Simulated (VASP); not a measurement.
KCl, 2 atoms in the cell. Symmetry: I4/mmm, No. 139, tetragonal system. The conventional cell has a = 4.463 Å, b = 4.463 Å, c = 6.533 Å, α = 90.00°, β = 90.00°, γ = 90.00°. K (site symmetry 4/mmm) has 6 Cl at 3.16 to 3.27 Å within 4.2 Å. Cl (site symmetry 4/mmm) has 6 K at 3.16 to 3.27 Å within 4.2 Å.  This cell differs from its parent crystal: strain +0.0350 x Voigt [0, 1, 0, 0, 0, 0].

```yaml
Program: VASP 6.6.1
Task: single point
Functional: PBE
Potentials_or_basis: VASP PAW PBE potentials, release 64 (K_sv, Cl)
Cutoff: 520 eV
k_mesh: 6 × 6 × 6
Occupations: gaussian, width 0.05 eV
Spin: no spin polarisation
Dipole_correction: no
Further_INCAR_settings: ALGO = Normal; EDIFF = 1e-06; NBANDS = 15
```

Potentials or basis: VASP PAW PBE potentials, release 64 (K_sv, Cl).

Run with:

```bash
$ cat potpaw_PBE.64/K_sv/POTCAR potpaw_PBE.64/Cl/POTCAR > POTCAR
$ mpirun -np 1 vasp_std > vasp.out
```

Hardware: 1 thread of Intel(R) Xeon(R) Platinum 8259CL CPU @ 2.50GHz (Skylake/Cascade Lake) (shared host).

Problem. Estimate the wall time of this run.

Solution. Wall time 39 s on 1 thread of Intel(R) Xeon(R) Platinum 8259CL CPU @ 2.50GHz (Skylake/Cascade Lake), with other jobs on the host, peak memory 0.21 GiB. Counts: scf iterations 13, k points 30.
